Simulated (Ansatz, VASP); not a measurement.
# BaTiO3: VASP beside Ansatz

Contents of INCAR:

```
SYSTEM = BaTiO3
PREC = Accurate
ENCUT = 600
EDIFF = 1E-6
ISMEAR = 0
SIGMA = 0.02
LREAL = .FALSE.
LASPH = .TRUE.
NELM = 60
ALGO = Normal
ISIF = 3
LWAVE = .FALSE.
LCHARG = .FALSE.
GGA = PE
IBRION = 2
NSW = 100
EDIFFG = -0.01
```

File KPOINTS:

```
Automatic mesh
0
G
  6 6 6
  0 0 0
```

Contents of POSCAR:

```
BaTiO3
1.0
    2.8482561214      1.6444414384      2.3355603327
   -2.8482561214      1.6444414384      2.3355603327
    0.0000000000     -3.2888828769      2.3355603327
Ba Ti O
1 1 3
Direct
    0.0001460400      0.0001460400      0.0001460400
    0.5133377100      0.5133377100      0.5133377100
    0.4889503100      0.9797166300      0.4889503100
    0.4889503100      0.4889503100      0.9797166300
    0.9797166300      0.4889503100      0.4889503100
```

Input for Ansatz:

```yaml
crystal:
  lattice:
    - [2.8482561214, 1.6444414384, 2.3355603327]
    - [-2.8482561214, 1.6444414384, 2.3355603327]
    - [0.0, -3.2888828769, 2.3355603327]
  atoms:
    - { symbol: Ba, position: [0.00014604, 0.00014604, 0.00014604] }
    - { symbol: Ti, position: [0.51333771, 0.51333771, 0.51333771] }
    - { symbol: O, position: [0.48895031, 0.97971663, 0.48895031] }
    - { symbol: O, position: [0.48895031, 0.48895031, 0.97971663] }
    - { symbol: O, position: [0.97971663, 0.48895031, 0.48895031] }
basis:
  ecutwfc: 420
kpoints:
  mp_grid: { grid: [6, 6, 6] }
hamiltonian:
  xc: pbe
scf:
  occupations: { method: gaussian, width: 0.02 }
output:
  forces: true
  stress: true
  eigenvalues: true
relax:
  adjacent_minimum: "off"
  f_tol: 0.01
  max_steps: 80
  cell: { stress_tol: 0.05 }
```

Alike in both runs: task relaxation of cell and atoms; functional PBE; k mesh 6 × 6 × 6; occupations gaussian, width 0.02 eV; no spin polarisation.

|  | VASP | Ansatz |
| --- | --- | --- |
| version | VASP 6.6.1 | Ansatz 0.2.0 |
| potentials or method | VASP PAW PBE potentials, release 64 (Ba_sv, Ti_sv, O), cutoff 600 eV | scalar-relativistic, plane waves, PAW |
| valence electrons in the cell | 40 | 40 |

|  | VASP | Ansatz | Ansatz less VASP |
| --- | --- | --- | --- |
| gap on the k mesh at the Fermi level, each at its own relaxed structure (eV) | 2.58 | 2.63 | +0.047 |
| relaxed volume (Å³/atom) | 13.53 | 13.39 | -0.143 |
| relaxed cell length with the largest relative difference (Å) | 4.075 | 4.060 | -0.0144 |

Neither program's run includes spin-orbit coupling.
